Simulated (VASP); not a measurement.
Input of a VASP 6.6.1 run:

Contents of INCAR:

```
SYSTEM = Cr2O
ALGO = Normal
EDIFF = 1E-6
ENCUT = 600
GGA = PE
GGA_COMPAT = .False.
ISIF = 2
ISMEAR = -1
LASPH = .True.
LCHARG = .False.
LREAL = .False.
LWAVE = .False.
NBANDS = 22
NELM = 120
PREC = Accurate
SIGMA = 0.06122561905347299
```

KPOINTS

```
k-points
0
Gamma
  13 13 13
  0 0 0
```

Contents of POSCAR:

```
Cr2O
1.0
    0.0000000000      2.4276465720      2.4276465720
    2.4276465720      0.0000000000      2.4276465720
    2.4276465720      2.4276465720      0.0000000000
Cr O
2 1
Direct
    0.2500000000      0.2500000000      0.2500000000
    0.7500000000      0.7500000000      0.7500000000
    0.0000000000      0.0000000000      0.0000000000
```

Potentials or basis: VASP PAW PBE potentials, release 64 (Cr_pv, O).

Launch:

```bash
$ cat potpaw_PBE.64/Cr_pv/POTCAR potpaw_PBE.64/O/POTCAR > POTCAR
$ mpirun -np 1 vasp_std > vasp.out
```

Task: Predict the pressure.

Result: 14.8 GPa.

Task: Predict the band gap on the k mesh.

Result: Zero (bands 15 and 16 overlap by 1.14 eV).

Caveat: the cell stands under pressure; the run has no spin polarisation, though such a crystal can be magnetic. With open d or f shells a metallic result of PBE can be an artefact of self-interaction; +U or a hybrid may open a gap.
